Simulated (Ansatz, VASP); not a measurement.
MgO in VASP and in Ansatz

POSCAR

```
MgO
1.0
    3.2885662751      0.0000000000      0.0000000000
   -1.6442831376      2.8479819362      0.0000000000
    0.0000000000      0.0000000000      4.1853204440
Mg O
2 2
Direct
    0.3333333333      0.6666666667      0.2500000000
    0.6666666667      0.3333333333      0.7500000000
    0.6666666667      0.3333333333      0.2500000000
    0.3333333333      0.6666666667      0.7500000000
```

File INCAR.step1:

```
  ALGO = Normal
  EDIFF = 1E-5
  ENCUT = 520
  GGA = PE
  ISIF = 2
  ISMEAR = 0
  LASPH = T
  LREAL = F
  LWAVE = T
  NBANDS = 16
  NELM = 100
  PREC = Accurate
  SIGMA = 0.01
```

The input INCAR.step2:

```
  ALGO = Normal
  EDIFF = 1E-6
  ENCUT = 520
  GGA = PE
  HFSCREEN = 0.2079
  ISIF = 2
  ISMEAR = 0
  ISTART = 1
  LASPH = T
  LCHARG = T
  LELF = T
  LHFCALC = T
  LREAL = F
  LVHAR = T
  LWAVE = F
  NBANDS = 16
  NELM = 100
  PREC = Accurate
  PRECFOCK = Normal
  SIGMA = 0.01
```

File KPOINTS:

```
k-points
0
Gamma
  6 6 4
```

Input for Ansatz:

```yaml
crystal:
  lattice:
    - [3.2885662751, 0.0, 0.0]
    - [-1.6442831376, 2.8479819362, 0.0]
    - [0.0, 0.0, 4.185320444]
  atoms:
    - { symbol: Mg, position: [0.3333333333, 0.6666666667, 0.25] }
    - { symbol: Mg, position: [0.6666666667, 0.3333333333, 0.75] }
    - { symbol: O, position: [0.6666666667, 0.3333333333, 0.25] }
    - { symbol: O, position: [0.3333333333, 0.6666666667, 0.75] }
kpoints:
  mp_grid: { grid: [6, 6, 4] }
  band_path:
    path:
      - [0.0, 0.0, 0.0]
      - [0.5, 0.0, 0.0]
      - [0.3333333333, 0.3333333333, 0.0]
      - [0.0, 0.0, 0.5]
      - [0.5, 0.0, 0.5]
      - [0.3333333333, 0.3333333333, 0.5]
    npoints: 1
hamiltonian:
  xc: hse06
scf:
  occupations: { method: fixed }
  n_extra_bands: 5
output:
  forces: true
  stress: true
  eigenvalues: true
```

Change from the starting cell: biaxial_xy strain -5.6%.

Alike in both runs: task single point; functional HSE06; k mesh 6 × 6 × 4; no spin polarisation.

```csv
,VASP,Ansatz
version,VASP 6.6.1,Ansatz 0.2.0
potentials or method,"VASP PAW PBE potentials, release 64 (Mg, O)","plane waves, PAW"
plane-wave cutoff (eV),520,420
occupations,"gaussian, width 0.01 eV",fixed
valence electrons in the cell,16,32
```

```csv
,VASP,Ansatz,Ansatz less VASP
gap on the k mesh at the Fermi level (eV),5.65,5.68,+0.028
pressure (GPa),21.0,20.8,-0.19
"traceless stress, the component that is largest in VASP (GPa)",-10.95,-10.66,+0.295
```

VASP's potentials hold 16 valence electrons a cell and Ansatz's 32, so a difference there can come from the potentials and not from the codes. Ansatz's warnings: stress exchange threshold loose, stress scf threshold loose.
